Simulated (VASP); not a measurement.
**TiCo3: single point with PBEsol**

TiCo3:

```
Ti Co
1.0
     3.42203    0.00000    0.00000
     0.00000    3.42203    0.00000
     0.00000    0.00000    3.42203
Ti Co
1 3
Direct
  0.00000 0.00000 0.00000
  0.00000 0.50000 0.50000
  0.50000 0.00000 0.50000
  0.50000 0.50000 0.00000
```

This cell differs from its parent crystal: volume scaled by 0.88.

```json
{
  "Program": "VASP 6.6.1",
  "Task": "single point",
  "Functional": "PBEsol",
  "Potentials or basis": "VASP PAW PBE potentials, release 64 (Ti_sv, Co)",
  "Cutoff": "520 eV",
  "k mesh": "10 × 10 × 10",
  "Occupations": "fermi-dirac, width 0.05 eV",
  "Spin": "collinear spin, ferromagnetic start",
  "Starting moments": "[0.0, 2.0, 2.0, 2.0] μB",
  "Dipole correction": "no",
  "Further INCAR settings": "ALGO = Normal; EDIFF = 1e-07; NBANDS = 32"
}
```

```
Pressure                                              : 25.4 GPa
Net moment                                            : 0.00 μB per cell
Valence electrons inside the program's atomic spheres : Ti 10.68; Co 8.64
```

Levels at points of the mesh, in eV from the Fermi level:
Spin up:
```csv
k point,band 17,band 18,band 19,band 20,band 21,band 22,band 23,band 24
"(0.00, 0.00, 0.00)",0.57,0.86,0.86,0.86,2.99,2.99,3.79,3.79
"(0.50, 0.00, 0.00)",-0.66,-0.66,-0.58,0.14,0.86,1.36,1.36,2.24
"(0.50, 0.50, 0.00)",-1.06,-0.94,-0.94,-0.45,-0.40,1.96,1.96,2.59
"(0.50, 0.50, 0.50)",-0.16,0.60,0.60,0.60,1.10,1.10,1.10,2.60
```
Spin down:
```csv
k point,band 18,band 19,band 20,band 21,band 22,band 23
"(0.00, 0.00, 0.00)",0.86,0.86,0.86,2.99,2.99,3.79
"(0.50, 0.00, 0.00)",-0.66,-0.58,0.14,0.86,1.36,1.36
"(0.50, 0.50, 0.00)",-0.93,-0.93,-0.45,-0.40,1.96,1.96
"(0.50, 0.50, 0.50)",0.60,0.60,0.60,1.10,1.10,1.10
```

Run time: 95 s on 1 thread of Intel(R) Xeon(R) 6975P-C (Granite Rapids), on a shared host, peak memory 0.24 GiB.

Caveat: the starting moments collapsed, and a magnetic state may lie lower; the PAW data sets were made with another functional, which shifts forces and pressure a little.
